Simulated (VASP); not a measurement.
Write the native input for VASP 6.6.1 that does the following.

* Task: single point
* Functional: PBE
* Potentials or basis: VASP PAW PBE potentials, release 64 (N)
* Cutoff: 520 eV
* k mesh: 4 × 4 × 4
* Occupations: fermi-dirac, width 0.02 eV
* Spin: no spin polarisation
* Dipole correction: no
* Further INCAR settings: ALGO = Normal; EDIFF = 1e-06; NBANDS = 18

The structure of N lies in POSCAR:

```
N
1.0
    5.6490000000      0.0000000000      0.0000000000
    0.0000000000      5.6490000000      0.0000000000
    0.0000000000      0.0000000000      5.6490000000
N
4
Direct
    0.0300000000      0.0300000000      0.0300000000
    0.4700000000      0.9700000000      0.5300000000
    0.5300000000      0.4700000000      0.9700000000
    0.9700000000      0.5300000000      0.4700000000
```

These files were run (other wordings do the same):

INCAR

```
  PREC = Accurate
  ENCUT = 520
  EDIFF = 1E-6
  ISMEAR = -1
  SIGMA = 0.02
  LREAL = F
  LASPH = T
  NELM = 80
  ALGO = Normal
  ISIF = 2
  LWAVE = F
  LCHARG = F
  GGA = PE
  NBANDS = 18
```

KPOINTS

```
Automatic mesh
0
Gamma
  4 4 4
```

Potentials or basis: VASP PAW PBE potentials, release 64 (N).

Launch:

```sh
$ cat potpaw_PBE.64/N/POTCAR > POTCAR
$ mpirun -np 1 vasp_std > vasp.out
```

It gave:

```
Pressure               : -4.0 GPa
Largest force          : 0.380 eV/Å
Band gap on the k mesh : zero (band 10 reaches -5.32 eV, above the bottom of band 11 at -5.48 eV)
```

Wall time 24 s on 1 thread of AMD EPYC 7R43 64-Core Processor (Zen 3), with other jobs on the host, peak memory 0.21 GiB.
